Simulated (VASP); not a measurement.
Runs of VASP 6.6.1 on P. The structure is that of space group P6_3/mmc (No. 194), or close to it. The cells are those of the table. This isn't the form of P at room conditions, which is orthorhombic.

```tsv
task	cell	cutoff (eV)	smearing	gap on the mesh (eV)	pressure (GPa)
single point	a = 2.771, b = 2.771, c = 2.982 Å, angles 90.0, 90.0, 120.0°, 2 atoms	520	fermi-dirac 0.08 eV	none	(a)
relaxation of shape and atoms at fixed volume	relaxed from a = 2.450, b = 2.450, c = 2.411 Å, angles 90.0, 90.0, 120.0°, 2 atoms	600	fermi-dirac 0.08 eV	none	378.0
single point	a = 3.103, b = 3.103, c = 3.076 Å, angles 90.0, 90.0, 120.0°, 2 atoms	520	fermi-dirac 0.08 eV	none	16.5
single point	a = 2.972 Å, angles 90.0, 90.0, 120.0°, 2 atoms	520	fermi-dirac 0.08 eV	none	40.9
single point	a = 2.383, b = 2.383, c = 3.438 Å, angles 90.0, 90.0, 120.0°, 2 atoms	500	tetrahedron	none	137.9
```

Alike in all rows: level PBEsol; potentials or basis VASP PAW PBE potentials, release 64 (P); no spin polarisation; k mesh 16 × 16 × 9.

Estimate the missing entries.

(a) 83.0.

Caveats: the PAW data sets were made with another functional, which shifts forces and pressure a little; the cell stands under pressure (at least some runs); a cell axis changed by over 15 % at a fixed basis, so the end point is rough (at least some runs).

A gap of «none» marks levels without a gap at the run's occupations.
